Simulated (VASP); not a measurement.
A run of VASP 6.6.1:

POSCAR

```
GaN
1.0
    3.1586570750      0.0000000000      0.0000000000
   -1.5793285375      2.7354772688      0.0000000000
    0.0000000000      0.0000000000      5.1313278144
Ga N
2 2
Direct
    0.6666666667      0.3333333333      0.5000000000
    0.3333333333      0.6666666667      0.0000000000
    0.6666666667      0.3333333333      0.8750000000
    0.3333333333      0.6666666667      0.3750000000
```

INCAR.step1

```
SYSTEM = GaN
PREC = Accurate
ENCUT = 520
ISMEAR = -1
SIGMA = 0.05
LREAL = .FALSE.
LASPH = .TRUE.
NELM = 150
MAGMOM = 0 0 0 0 0 0 0 0 0 0 0 0
LSORBIT = .TRUE.
GGA_COMPAT = .FALSE.
NBANDS = 50
GGA = PE
ALGO = Normal
EDIFF = 1E-4
LWAVE = .TRUE.
LCHARG = .FALSE.
```

Contents of INCAR.step2:

```
SYSTEM = GaN
PREC = Accurate
ENCUT = 520
EDIFF = 1E-6
ISMEAR = -1
SIGMA = 0.05
LREAL = .FALSE.
LASPH = .TRUE.
NELM = 150
ALGO = Normal
ISIF = 2
LWAVE = .FALSE.
LCHARG = .TRUE.
MAGMOM = 0 0 0 0 0 0 0 0 0 0 0 0
LORBIT = 11
LSORBIT = .TRUE.
GGA_COMPAT = .FALSE.
LORBMOM = .TRUE.
METAGGA = R2SCAN
LMIXTAU = .TRUE.
LVHAR = .TRUE.
NBANDS = 50
ISTART = 1
```

The input KPOINTS:

```
regular mesh
0
G
  10 10 5
  0 0 0
```

Potentials or basis: VASP PAW PBE potentials, release 64 (Ga_d, N).

The run is started by

```bash
$ cat potpaw_PBE.64/Ga_d/POTCAR potpaw_PBE.64/N/POTCAR > POTCAR
$ cp INCAR.step1 INCAR
$ mpirun -np 1 vasp_ncl > vasp.out
$ cp INCAR.step2 INCAR
$ mpirun -np 1 vasp_ncl > vasp.out
```

Hardware: 1 thread of Intel(R) Xeon(R) 6975P-C (Granite Rapids) (shared host).

Question: How long does it take, and how much memory?

Answer: Run time: 9.4 min on 1 thread of Intel(R) Xeon(R) 6975P-C (Granite Rapids), with other jobs on the host, peak memory 0.43 GiB. Counts: k points 70.
